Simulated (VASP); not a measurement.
# SrTl (Pm-3m) in VASP: further runs

Runs on SrTl. Level: LDA. Tasks: single point.

All numbers are computed with VASP 6.6.1; they aren't measurements. Logs are shortened: lines on timing, memory, paths and dates and some standing lists are left out, and cuts for length are marked.

## (1) The cell of the first run

The structure is cubic, space group Pm-3m (No. 221). Conventional cell: a = 3.929 Å, b = 3.929 Å, c = 3.929 Å, α = 90.00°, β = 90.00°, γ = 90.00°. Sr (site symmetry m-3m) has 8 Tl at 3.40 Å and 6 Sr at 3.93 Å within 4.5 Å. Tl (site symmetry m-3m) has 8 Sr at 3.40 Å and 6 Tl at 3.93 Å within 4.5 Å.

## (2) Single point, LDA (30.32 Å³/atom)

The input, INCAR:

```
PREC = Accurate
ENCUT = 520
EDIFF = 1E-6
ISMEAR = -1
SIGMA = 0.15
LREAL = False
LASPH = True
NELM = 80
ALGO = Normal
ISIF = 2
LWAVE = False
LCHARG = False
NBANDS = 18
```

The input, KPOINTS:

```
regular mesh
0
Gamma
  10 10 10
```

The input, POSCAR:

```
SrTl
1.0
    3.9287918036      0.0000000000      0.0000000000
    0.0000000000      3.9287918036      0.0000000000
    0.0000000000      0.0000000000      3.9287918036
Sr Tl
1 1
Direct
    0.0000000000      0.0000000000      0.0000000000
    0.5000000000      0.5000000000      0.5000000000
```

Potentials or basis: VASP PAW LDA potentials, release 64 (Sr_sv, Tl_d).

On the command line:

```sh
$ cat potpaw_LDA.64/Sr_sv/POTCAR potpaw_LDA.64/Tl_d/POTCAR > POTCAR
$ mpirun -np 1 vasp_std > vasp.out
```

OUTCAR:

```text
PREC = Accurate
   ENCUT = 520
   EDIFF = 1E-6
   ISMEAR = -1
   LREAL = False
   LASPH = True
   NELM = 80
   ISIF = 2

 ion  position               nearest neighbor table
   1  0.000  0.000  0.000-   2 3.40   2 3.40   2 3.40   2 3.40   2 3.40   2 3.40   2 3.40   2 3.40

   2  0.500  0.500  0.500-   1 3.40   1 3.40   1 3.40   1 3.40   1 3.40   1 3.40   1 3.40   1 3.40

  LATTYP: Found a simple cubic cell.
 ALAT       =     3.9287918036

  Lattice vectors:

 A1 = (   3.9287918036,   0.0000000000,   0.0000000000)
 A2 = (   0.0000000000,   3.9287918036,   0.0000000000)
 A3 = (   0.0000000000,   0.0000000000,   3.9287918036)

Analysis of symmetry for initial positions (statically):
=====================================================================
 Subroutine PRICEL returns:
 Original cell was already a primitive cell.

 Routine SETGRP: Setting up the symmetry group for a
 simple cubic supercell.

 Subroutine GETGRP returns: Found 48 space group operations
 (whereof 48 operations were pure point group operations)
 out of a pool of 48 trial point group operations.

The static configuration has the point symmetry O_h .

Analysis of symmetry for dynamics (positions and initial velocities):
=====================================================================
 Subroutine PRICEL returns:
 Original cell was already a primitive cell.

 Routine SETGRP: Setting up the symmetry group for a
 simple cubic supercell.

 Subroutine GETGRP returns: Found 48 space group operations
 (whereof 48 operations were pure point group operations)
 out of a pool of 48 trial point group operations.

The dynamic configuration has the point symmetry O_h .

 Subroutine INISYM returns: Found 48 space group operations
 (whereof 48 operations are pure point group operations),
 and found     1 'primitive' translations

----------------------------------------------------------------------------------------

                                     Primitive cell

  volume of cell :      60.6425

  direct lattice vectors                    reciprocal lattice vectors
     3.928791804  0.000000000  0.000000000     0.254531177  0.000000000  0.000000000
     0.000000000  3.928791804  0.000000000     0.000000000  0.254531177  0.000000000
     0.000000000  0.000000000  3.928791804     0.000000000  0.000000000  0.254531177

  length of vectors
     3.928791804  3.928791804  3.928791804     0.254531177  0.254531177  0.254531177

  position of ions in fractional coordinates (direct lattice)
     0.000000000  0.000000000  0.000000000
     0.500000000  0.500000000  0.500000000

  ion indices of the primitive-cell ions
   primitive index   ion index
                 1           1
                 2           2

----------------------------------------------------------------------------------------

 KPOINTS: regular mesh

Automatic generation of k-mesh.
 Grid dimensions read from file:
 generate k-points for:   10   10   10

 Generating k-lattice:

  Cartesian coordinates                     Fractional coordinates (reciprocal lattice)
     0.025453118  0.000000000  0.000000000     0.100000000  0.000000000  0.000000000
     0.000000000  0.025453118  0.000000000     0.000000000  0.100000000  0.000000000
     0.000000000  0.000000000  0.025453118     0.000000000  0.000000000  0.100000000

  Length of vectors
     0.025453118  0.025453118  0.025453118

  Shift w.r.t. Gamma in fractional coordinates (k-lattice)
     0.000000000  0.000000000  0.000000000

 Subroutine IBZKPT returns following result:
 ===========================================

 Found     56 irreducible k-points:

 Following reciprocal coordinates:
            Coordinates               Weight
  0.000000  0.000000  0.000000      1.000000
  0.100000  0.000000  0.000000      6.000000
  0.200000  0.000000  0.000000      6.000000
  0.300000  0.000000  0.000000      6.000000
  0.400000  0.000000  0.000000      6.000000
  0.500000  0.000000  0.000000      3.000000
[... 16 lines left out ...]
  0.200000  0.100000  0.100000     24.000000
  0.300000  0.100000  0.100000     24.000000
 [... further k-points ...]
   k-points           NKPTS =     56   k-points in BZ     NKDIM =     56   number of bands    NBANDS=     18
   number of dos      NEDOS =    301   number of ions     NIONS =      2
   total plane-waves  NPLWV =  27000
   dimension x,y,z NGX =    30 NGY =   30 NGZ =   30
   dimension x,y,z NGXF=    60 NGYF=   60 NGZF=   60
   ions per type =               1   1
   NGX,Y,Z   is equivalent  to a cutoff of  12.69, 12.69, 12.69 a.u.
   NGXF,Y,Z  is equivalent  to a cutoff of  25.39, 25.39, 25.39 a.u.
 SYSTEM =  unknown system
   PREC   = accura    normal or accurate (medium, high low for compatibility)
   ISTART =      0    job   : 0-new  1-cont  2-samecut
   ICHARG =      2    charge: 1-file 2-atom 10-const
   ISPIN  =      1    spin polarized calculation?
   LNONCOLLINEAR =      F non collinear calculations
   LSORBIT =      F    spin-orbit coupling
   LASPH  =      T    aspherical Exc in radial PAW
   ENCUT  =  520.0 eV  38.22 Ry    6.18 a.u.   7.30  7.30  7.30*2*pi/ulx,y,z
   NELM   =     80;   NELMIN=  2; NELMDL= -5     # of ELM steps
   EDIFF  = 0.1E-05   stopping-criterion for ELM
   LREAL  =      F    real-space projection
   EDIFFG = 0.1E-04   stopping-criterion for IOM
   NSW    =      0    number of steps for IOM
   IBRION =     -1    ionic relax: 0-MD 1-quasi-New 2-CG
   NFREE  =      0    steps in history (QN), initial steepest desc. (CG)
   ISIF   =      2    stress and relaxation
   ISYM   =      2    0-nonsym 1-usesym 2-fastsym
   POTIM  = 0.5000    time-step for ionic-motion
   TEBEG  =    0.0;   TEEND  =   0.0 temperature during run
   PSTRESS=    0.0 pullay stress
   NELECT =      23.0000    total number of electrons
   NUPDOWN=      -1.0000    fix difference up-down
   EMIN   =  10.00;   EMAX   =-10.00  energy-range for DOS
   EFERMI =   0.00;   METHOD = LEGACY
   ISMEAR =    -1;   SIGMA  =   0.15  broadening in eV -4-tet -1-fermi 0-gaus
   EFERMI_NEDOS =   21; number of points for ismear=-14 and -15
   IALGO  =     38    algorithm
   IMIX   =      4    mixing-type and parameters
     AMIX     =   0.40;   BMIX     =  1.00
     AMIX_MAG =   1.60;   BMIX_MAG =  1.00
  volume/ion in A,a.u.               =      30.32       204.62
  Fermi-wavevector in a.u.,A,eV,Ry     =   1.185018  2.239360 19.106234  1.404269
  Thomas-Fermi vector in A             =   2.321221
   LORBIT       =      0    0 simple, 1 ext, 2 COOP (PROOUT), +10 PAW based schemes
   GGA     = CA    functional components
   LHFCALC =     F    Hartree Fock is set to
   AEXX    =    0.0000 exact exchange contribution
   IVDW    =     0    specifies the selected vdW correction
   LEPSILON=     F    determine dielectric tensor
   LRPA    =     F    only Hartree local field effects (RPA)
 non-spin polarized calculation
  energy-cutoff  :      520.00
  volume of cell :       60.64
 maximum number of plane-waves:      1654
 NGX is ok and might be reduce to    30
   NGX = 15   NGY = 15   NGZ = 15

 number of electron      22.9999997 magnetization

 Free energy of the ion-electron system (eV)
  ---------------------------------------------------
  ext. energy  EPLUGINS =         0.00000000
  ---------------------------------------------------
  free energy    TOTEN  =        -5.91966359 eV

  energy without entropy =       -5.83731593  energy(sigma->0) =       -5.87848976

 E-fermi :   4.7968     XC(G=0):  -9.9306

 val. band max:        4.7893963445   @ k =   0.5000   0.5000   0.3000
 cond. band min:       4.9280520958   @ k =   0.5000   0.2000   0.2000
 fundamental gap:      0.1386557513
 Fermi energy:         4.7967512194

 k-point     1 :       0.0000    0.0000    0.0000
  band No.  band energies     occupation
      1     -30.6613      2.00000
      2     -12.7146      2.00000
      3     -12.7146      2.00000
      4     -12.7146      2.00000
      5      -6.7629      2.00000
      6      -6.7629      2.00000
[... 10 lines left out ...]
     17      10.0929      0.00000
     18      10.0929      0.00000

 k-point     2 :       0.1000    0.0000    0.0000
  band No.  band energies     occupation
      1     -30.6597      2.00000
      2     -12.7462      2.00000
      3     -12.7131      2.00000
      4     -12.7131      2.00000
      5      -6.7606      2.00000
      6      -6.7435      2.00000
[... 10 lines left out ...]
     17      10.3827      0.00000
     18      10.3829      0.00000

 k-point     3 :       0.2000    0.0000    0.0000
  band No.  band energies     occupation
      1     -30.6555      2.00000
      2     -12.8275      2.00000
      3     -12.7091      2.00000
      4     -12.7091      2.00000
      5      -6.7548      2.00000
      6      -6.6930      2.00000
[... 10 lines left out ...]
     17      11.0531      0.00000
     18      11.0531      0.00000

 k-point     4 :       0.3000    0.0000    0.0000
  band No.  band energies     occupation
      1     -30.6503      2.00000
      2     -12.9251      2.00000
      3     -12.7042      2.00000
      4     -12.7042      2.00000
      5      -6.7475      2.00000
      6      -6.6307      2.00000
[... 10 lines left out ...]
     17      11.9192      0.00000
     18      11.9192      0.00000

 k-point     5 :       0.4000    0.0000    0.0000
  band No.  band energies     occupation
      1     -30.6461      2.00000
      2     -13.0019      2.00000
      3     -12.7003      2.00000
      4     -12.7003      2.00000
      5      -6.7417      2.00000
      6      -6.6243      2.00000
[... 10 lines left out ...]
     17      12.2143      0.00000
     18      12.5534      0.00000

 k-point     6 :       0.5000    0.0000    0.0000
  band No.  band energies     occupation
      1     -30.6445      2.00000
      2     -13.0307      2.00000
      3     -12.6988      2.00000
      4     -12.6988      2.00000
      5      -6.7394      2.00000
      6      -6.6262      2.00000
[... 10 lines left out ...]
     17      11.7639      0.00000
     18      12.0182      0.00000

 k-point     7 :       0.1000    0.1000    0.0000
  band No.  band energies     occupation
      1     -30.6581      2.00000
      2     -12.7494      2.00000
      3     -12.7388      2.00000
      4     -12.7114      2.00000
      5      -6.7502      2.00000
      6      -6.7328      2.00000
[... 10 lines left out ...]
     17       9.9418      0.00000
     18      10.7790      0.00000

 k-point     8 :       0.2000    0.1000    0.0000
  band No.  band energies     occupation
      1     -30.6540      2.00000
      2     -12.8247      2.00000
      3     -12.7378      2.00000
      4     -12.7069      2.00000
      5      -6.7418      2.00000
      6      -6.6857      2.00000
[... 10 lines left out ...]
     17      10.2750      0.00000
     18      11.4053      0.00000
[... 229 lines left out ...]
     17      10.8444      0.00000
     18      10.9133      0.00000

 k-point    20 :       0.5000    0.4000    0.0000
  band No.  band energies     occupation
      1     -30.6305      2.00000
      2     -12.9646      2.00000
      3     -12.9335      2.00000
      4     -12.6640      2.00000
      5      -6.7472      2.00000
      6      -6.6700      2.00000
[... 10 lines left out ...]
     17      10.4842      0.00000
     18      11.0319      0.00000

 k-point    21 :       0.5000    0.5000    0.0000
  band No.  band energies     occupation
      1     -30.6290      2.00000
      2     -12.9575      2.00000
      3     -12.9575      2.00000
      4     -12.6603      2.00000
      5      -6.7591      2.00000
      6      -6.6740      2.00000
[... 10 lines left out ...]
     17       9.8389      0.00000
     18      11.3840      0.00000

 k-point    22 :       0.1000    0.1000    0.1000
  band No.  band energies     occupation
      1     -30.6566      2.00000
      2     -12.7512      2.00000
      3     -12.7372      2.00000
      4     -12.7372      2.00000
      5      -6.7310      2.00000
      6      -6.7310      2.00000
[... 10 lines left out ...]
     17      10.3016      0.00000
     18      10.3016      0.00000

 k-point    23 :       0.2000    0.1000    0.1000
  band No.  band energies     occupation
      1     -30.6524      2.00000
      2     -12.8217      2.00000
      3     -12.7377      2.00000
      4     -12.7330      2.00000
      5      -6.7264      2.00000
      6      -6.6809      2.00000
[... 10 lines left out ...]
     17      10.6139      0.00000
     18      11.1031      0.00000

 k-point    24 :       0.3000    0.1000    0.1000
  band No.  band energies     occupation
      1     -30.6473      2.00000
      2     -12.9154      2.00000
      3     -12.7292      2.00000
      4     -12.7279      2.00000
      5      -6.7207      2.00000
      6      -6.6397      2.00000
[... 10 lines left out ...]
     17      10.9967      0.00000
     18      12.0008      0.00000

 [... further k-points ...]

------------------------ aborting loop because EDIFF is reached ----------------------------------------

  FORCE on cell =-STRESS in cart. coord.  units (eV):
  Direction    XX          YY          ZZ          XY          YZ          ZX
  --------------------------------------------------------------------------------------
  -------------------------------------------------------------------------------------
  Total        0.3284470      0.3284470      0.3284470      0.0000000     -0.0000000     -0.0000000
  in kB        8.6775836      8.6775836      8.6775836      0.0000000     -0.0000000     -0.0000000
  external PRESSURE =       8.6775836 kB  Pullay stress =       0.0000000 kB

 VOLUME and BASIS-vectors are now :
 -----------------------------------------------------------------------------
  energy-cutoff  :      520.00
  volume of cell :       60.64
      direct lattice vectors                 reciprocal lattice vectors
     3.928791804  0.000000000  0.000000000     0.254531177  0.000000000  0.000000000
     0.000000000  3.928791804  0.000000000     0.000000000  0.254531177  0.000000000
     0.000000000  0.000000000  3.928791804     0.000000000  0.000000000  0.254531177

 POSITION                                       TOTAL-FORCE (eV/Angst)
 -----------------------------------------------------------------------------------
      0.00000      0.00000      0.00000         0.000000      0.000000      0.000000
      1.96440      1.96440      1.96440         0.000000      0.000000      0.000000
 -----------------------------------------------------------------------------------
    total drift:                                0.000000      0.000000      0.000000

  FREE ENERGIE OF THE ION-ELECTRON SYSTEM (eV)
  ---------------------------------------------------
  free  energy   TOTEN  =        -5.9196635887 eV

  energy  without entropy=       -5.8373159257  energy(sigma->0) =       -5.87848976
```

Wall time 59 s (1 thread of Intel Xeon 8259CL, shared host); peak memory 0.19 GiB.

What came out:

* Free energy: -5.9197 eV
* Pressure: 0.9 GPa
* Band gap on the k mesh: zero (an odd number of electrons rules out a gap without spin polarisation)

Caveat: spin-orbit coupling is left out, which moves the levels of the heavy elements.

## (3) Single point, LDA

This run uses another cell than the first one, of 30.94 Å³/atom.

The input, INCAR:

```
PREC = Accurate ; ENCUT = 520
EDIFF = 1E-6 ; ISMEAR = -1
SIGMA = 0.15 ; LREAL = False
LASPH = True ; NELM = 60
ALGO = Normal ; ISIF = 2
LWAVE = False ; LCHARG = False
NBANDS = 18
```

The input, KPOINTS:

```
Automatic mesh
0
Gamma
  10 10 10
```

The input, POSCAR:

```
SrTl
1.0
    3.9553384994      0.0000000000      0.0000000000
    0.0000000000      3.9553384994      0.0000000000
    0.0000000000      0.0000000000      3.9553384994
Sr Tl
1 1
Direct
    0.0000000000      0.0000000000      0.0000000000
    0.5000000000      0.5000000000      0.5000000000
```

Potentials or basis: VASP PAW LDA potentials, release 64 (Sr_sv, Tl_d).

On the command line:

```sh
$ cat potpaw_LDA.64/Sr_sv/POTCAR potpaw_LDA.64/Tl_d/POTCAR > POTCAR
$ mpirun -np 1 vasp_std > vasp.out
```

Run time: 60 s. Hardware: 1 thread of Intel Xeon 8259CL, shared host; peak memory 0.2 GiB.

The run converged. Its results:

```
Free energy            : -5.9238 eV
Pressure               : 0.1 GPa
Band gap on the k mesh : zero (an odd number of electrons rules out a gap without spin polarisation)
```

Levels at points of the mesh, in eV from the Fermi level:
```csv
k point,band 9,band 10,band 11,band 12,band 13,band 14
"(0.00, 0.00, 0.00)",-11.38,-8.13,1.19,1.19,3.03,3.03
"(0.50, 0.00, 0.00)",-11.34,-6.45,-3.12,1.52,1.58,1.58
"(0.50, 0.50, 0.00)",-11.23,-6.09,-0.81,-0.81,0.99,3.80
"(0.50, 0.50, 0.50)",-11.23,-4.67,-1.61,-1.61,-1.61,4.72
```

Caveat: spin-orbit coupling is left out, which moves the levels of the heavy elements.

The gap in the log of VASP goes by the Fermi energy; the results here count the filled bands.